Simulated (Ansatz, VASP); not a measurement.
# Cu3N in VASP and in Ansatz

Contents of INCAR:

```
  ALGO = Normal
  EDIFF = 1E-6
  ENCUT = 600
  GGA = PE
  GGA_COMPAT = False
  ISIF = 2
  ISMEAR = 0
  LASPH = True
  LCHARG = False
  LREAL = False
  LWAVE = False
  NBANDS = 27
  NELM = 120
  PREC = Accurate
  SIGMA = 0.01
```

The input KPOINTS:

```
k-points
0
Gamma
  10 10 10
```

Contents of POSCAR:

```
Cu3N
1.0
    3.7088438900      0.0000000000      0.0000000000
    0.0000000000      3.7088438900      0.0000000000
    0.0000000000      0.0000000000      3.7088438900
Cu N
3 1
Direct
    0.5000000000      0.0000000000      0.0000000000
    0.0000000000      0.5000000000      0.0000000000
    0.0000000000      0.0000000000      0.5000000000
    0.0000000000      0.0000000000      0.0000000000
```

Input for Ansatz:

```yaml
crystal:
  lattice:
    - [3.70884389, 0.0, 0.0]
    - [0.0, 3.70884389, 0.0]
    - [0.0, 0.0, 3.70884389]
  atoms:
    - { symbol: Cu, position: [0.5, 0.0, 0.0] }
    - { symbol: Cu, position: [0.0, 0.5, 0.0] }
    - { symbol: Cu, position: [0.0, 0.0, 0.5] }
    - { symbol: "N", position: [0.0, 0.0, 0.0] }
basis:
  ecutwfc: 420
kpoints:
  mp_grid: { grid: [10, 10, 10] }
hamiltonian:
  xc: pbe
scf:
  occupations: { method: gaussian, width: 0.01 }
output:
  forces: true
  stress: true
  eigenvalues: true
```

Alike in both runs: task single point; functional PBE; k mesh 10 × 10 × 10; occupations gaussian, width 0.01 eV; no spin polarisation.

|  | VASP | Ansatz |
| --- | --- | --- |
| version | VASP 6.6.1 | Ansatz 0.2.0 |
| potentials or method | VASP PAW PBE potentials, release 64 (Cu, N), cutoff 600 eV | scalar-relativistic, plane waves, PAW |
| valence electrons in the cell | 38 | 62 |

Ansatz gave:

* gap on the k mesh at the Fermi level (eV): none
* pressure (GPa): 13.6

Q: What did VASP give for the same quantities?

A: gap on the k mesh at the Fermi level (eV): none; pressure (GPa): 14.4.

A gap of «none» marks a metal or a gap that the smearing closes. VASP's potentials hold 38 valence electrons a cell and Ansatz's 62, so a difference there can come from the potentials and not from the codes.
